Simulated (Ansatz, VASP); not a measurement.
**Two plane-wave programs on C**

```
CELL_PARAMETERS angstrom
1.22803 0.70900 3.17966
-1.22803 0.70900 3.17966
0.00000 -1.41800 3.17966
ATOMIC_POSITIONS crystal
C 0.16400 0.16400 0.16400
C 0.83600 0.83600 0.83600
```

Change from the starting cell: strain +0.000 along x and y, -0.050 along z, atoms carried along.

Alike in both runs: task single point; functional PBEsol; k mesh 15 × 15 × 15; occupations gaussian, width 0.05 eV; no spin polarisation.

```csv
,VASP,Ansatz
version,VASP 6.6.1,Ansatz 0.2.0
potentials or method,"VASP PAW PBE potentials, release 64 (C), cutoff 520 eV","scalar-relativistic, plane waves, PAW"
valence electrons in the cell,8,8
```

```csv
,VASP,Ansatz,Ansatz less VASP
gap on the k mesh at the Fermi level (eV),0.91,0.91,0.000
least direct gap on the mesh (eV),1.01,1.00,-0.001
pressure (GPa),2.5,1.8,-0.73
"traceless stress, the component that is largest in VASP (GPa)",0.38,1.16,+0.780
rms of the force components (eV/Å),0.459,0.462,+0.0028
```

VASP's potentials were made for PBE, not for PBEsol. Atom by atom the forces differ by 0.003 eV/Å (rms over components).
